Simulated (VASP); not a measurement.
Here is a VASP 6.6.1 calculation.

INCAR

```
ALGO = Normal
EDIFF = 1E-6
ENCUT = 520
GGA = PS
ISIF = 2
ISMEAR = -1
LASPH = True
LCHARG = False
LREAL = Auto
LWAVE = False
NBANDS = 94
NELM = 80
PREC = Accurate
SIGMA = 0.052
```

KPOINTS

```
k-points
0
Gamma
  2 2 2
```

The input POSCAR:

```
PbS
1.0
    0.0000000000      5.9744654327      5.9744654327
    5.9744654327      0.0000000000      5.9744654327
    5.9744654327      5.9744654327      0.0000000000
Pb S
8 8
Direct
    0.0070094974     -0.0072237425     -0.0015971303
   -0.0043307640      0.0034838263      0.4952125062
    0.0003853901      0.5037279961     -0.0013002837
   -0.0015298440      0.5057153705      0.4964281798
    0.5034505654     -0.0001429417      0.0027456850
    0.4919080264      0.0062695986      0.5007099855
    0.5025863040      0.4944637363      0.0034901030
    0.4987930776      0.4983940461      0.4994451861
    0.2665607522      0.2248480663      0.2433889720
    0.2302864609      0.2663050808      0.7494455446
    0.2451274539      0.7411351777      0.2566541756
    0.2438588048      0.7422411344      0.7684091659
    0.7796683323      0.2439236642      0.2300243454
    0.7603340502      0.2291384084      0.7565840912
    0.7642564095      0.7446161586      0.2594283150
    0.7459247275      0.7876282076      0.7137439404
```

Potentials or basis: VASP PAW PBE potentials, release 64 (Pb_d, S).

Command:

```sh
$ cat potpaw_PBE.64/Pb_d/POTCAR potpaw_PBE.64/S/POTCAR > POTCAR
$ mpirun -np 1 vasp_std > vasp.out
```

Task: Predict the largest force.

Result: 0.931 eV/Å.

Task: What does it give for the band gap on the k mesh?

Result: 0.35 eV.

Task: Estimate the pressure.

Result: -1.5 GPa.

Forces in eV/Å, atoms in the order of the input:
```
Pb   0.117 -0.069  0.012
Pb   0.022  0.066  0.033
Pb  -0.040 -0.003 -0.033
Pb   0.151  0.085 -0.054
Pb  -0.162 -0.066  0.037
Pb  -0.033  0.066 -0.011
Pb  -0.037 -0.120 -0.029
Pb   0.081  0.048 -0.041
S    0.403 -0.525  0.600
S   -0.180  0.535  0.328
S   -0.215  0.266  0.070
S   -0.617  0.098  0.405
S    0.498 -0.105 -0.454
S    0.267 -0.307 -0.067
S    0.093 -0.592 -0.200
S   -0.347  0.625 -0.597
```

Caveat: the k points lie up to 0.46 Å⁻¹ apart; the atoms stand as in a frame of molecular dynamics; the PAW data sets were made with another functional, which shifts forces and pressure a little; spin-orbit coupling is left out, which moves the levels of the heavy elements.
